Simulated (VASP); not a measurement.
A run of VASP 6.6.1 is set up as follows.

File INCAR:

```
  PREC = Accurate
  ENCUT = 520
  EDIFF = 1E-6
  ISMEAR = -1
  SIGMA = 0.05
  LREAL = F
  LASPH = T
  NELM = 150
  ALGO = Normal
  ISIF = 2
  LWAVE = F
  LCHARG = F
  ISPIN = 2
  MAGMOM = 7 0
  LORBIT = 11
  LMAXMIX = 6
  GGA = CA
  NBANDS = 23
```

The input KPOINTS:

```
Automatic mesh
0
Gamma
  9 9 9
```

File POSCAR:

```
GdO
1.0
    0.0000000000      2.6818786486      2.6818786486
    2.6818786486      0.0000000000      2.6818786486
    2.6818786486      2.6818786486      0.0000000000
Gd O
1 1
Direct
    0.0000000000      0.0000000000      0.0000000000
    0.7500000000      0.7500000000      0.7500000000
```

Potentials or basis: VASP PAW PBE potentials, release 64 (Gd, O).

Run with:

```sh
$ cat potpaw_PBE.64/Gd/POTCAR potpaw_PBE.64/O/POTCAR > POTCAR
$ mpirun -np 1 vasp_std > vasp.out
```

(1) What does it give for the pressure?

(2) Estimate the net moment.

(3) Predict the site moments.

## Answers

(1) -5.7 GPa.

(2) 6.85 μB per cell.

(3) Gd +6.64; O -0.05 μB.

Caveat: the PAW data sets were made with another functional, which shifts forces and pressure a little; a cell with one magnetic atom can't hold antiferromagnetic order, which such compounds often take.
